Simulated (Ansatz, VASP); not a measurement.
One calculation of ScAl, two programs

```
Sc Al
1.0
     3.37035    0.00000    0.00000
     0.00000    3.37035    0.00000
     0.00000    0.00000    3.37035
Sc Al
1 1
Direct
  0.50000 0.50000 0.50000
  0.00000 0.00000 0.00000
```

Alike in both runs: task single point; functional PBEsol; k mesh 6 × 6 × 6; occupations gaussian, width 0.1 eV; no spin polarisation.

|  | VASP | Ansatz |
| --- | --- | --- |
| version | VASP 6.6.1 | Ansatz 0.2.0 |
| potentials or method | VASP PAW PBE potentials, release 64 (Sc_sv, Al), cutoff 520 eV | scalar-relativistic, plane waves, PAW |
| valence electrons in the cell | 14 | 14 |

|  | VASP | Ansatz | Ansatz less VASP |
| --- | --- | --- | --- |
| gap on the k mesh at the Fermi level (eV) | none | none | - |
| pressure (GPa) | -1.6 | -1.7 | -0.13 |

VASP's potentials were made for PBE, not for PBEsol. A gap of «none» marks a metal or a gap that the smearing closes.
